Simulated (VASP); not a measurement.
**TiAu: single point with LDA**

The system is TiAu.

```
Ti Au
1.0
     3.32226    0.00000    0.00000
     0.00000    3.32226    0.00000
     0.00000    0.00000    6.10292
Ti Au
2 2
Direct
  0.00000 0.50000 0.86450
  0.50000 0.00000 0.13550
  0.00000 0.50000 0.36035
  0.50000 0.00000 0.63965
```

```
Program             : VASP 6.6.1
Task                : single point
Functional          : LDA
Potentials or basis : VASP PAW LDA potentials, release 64 (Ti_sv, Au)
Cutoff              : 520 eV
k mesh              : 4 × 4 × 3
Occupations         : fermi-dirac, width 0.1 eV
Spin                : no spin polarisation
```

```json
{"Pressure": "-8.0 GPa", "Largest force": "0.108 eV/Å", "Band gap on the k mesh": "zero (band 23 reaches 9.81 eV, above the bottom of band 24 at 8.47 eV)"}
```

Forces on the atoms (eV/Å):
```
Ti   0.000  0.000 -0.107
Ti   0.000  0.000  0.107
Au   0.000  0.000 -0.108
Au   0.000  0.000  0.108
```

Stress tensor (GPa, compression positive):
```
-7.96  0.00  0.00
 0.00 -7.96  0.00
 0.00  0.00 -8.09
```

Levels at points of the mesh, in eV from the Fermi level:
```tsv
k point	band 19	band 20	band 21	band 22	band 23	band 24	band 25	band 26	band 27	band 28
(0.00, 0.00, 0.00)	-3.99	-3.73	-2.13	-0.92	0.48	0.48	1.26	1.34	2.09	2.15
(0.50, 0.00, 0.00)	-2.77	-2.77	-0.90	-0.90	0.26	0.26	0.55	0.55	1.54	1.54
(0.50, 0.50, 0.00)	-2.14	-2.14	-1.26	-1.26	-0.15	-0.15	1.64	1.64	1.88	1.88
```

It took 22 s on 1 thread of Intel(R) Xeon(R) Platinum 8375C CPU @ 2.90GHz (Ice Lake), with other jobs on the host, peak memory 0.17 GiB.

Caveat: the k points lie up to 0.47 Å⁻¹ apart; spin-orbit coupling is left out, which moves the levels of the heavy elements.
